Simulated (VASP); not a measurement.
A run of VASP 6.6.1 is set up as follows.

File INCAR:

```
SYSTEM = Si
ALGO = Normal ; EDIFF = 1E-6
ENCUT = 520 ; GGA = PE
ISIF = 2 ; ISMEAR = 0
LASPH = .True. ; LCHARG = .True.
LELF = .True. ; LREAL = .False.
LVHAR = .True. ; LWAVE = .False.
NBANDS = 16 ; NELM = 80
PREC = Accurate ; SIGMA = 0.05
```

The input KPOINTS:

```
k-points
0
Gamma
  8 8 6
  0 0 0
```

POSCAR

```
Si
1.0
    0.0000000000     -2.8031297782     -2.8031297782
    0.0000000000      2.8031297782     -2.8031297782
    5.6062595564      0.0000000000      0.0000000000
Si
4
Direct
    0.5000000000      0.5000000000      0.0000000000
    0.0000000000      0.0000000000      0.5000000000
    1.0000000000      0.5000000000      0.2500000000
    0.5000000000      0.0000000000      0.7500000000
```

Potentials or basis: VASP PAW PBE potentials, release 64 (Si).

Run with:

```console
$ cat potpaw_PBE.64/Si/POTCAR > POTCAR
$ mpirun -np 1 vasp_std > vasp.out
```

Problem. Estimate the pressure.

Solution. -5.6 GPa.

Problem. Estimate the band gap on the k mesh.

Solution. 0.73 eV.

Caveat: the cell differs from its parent crystal (the cell strained); the cell stands under tension. A k mesh can miss the band edges.
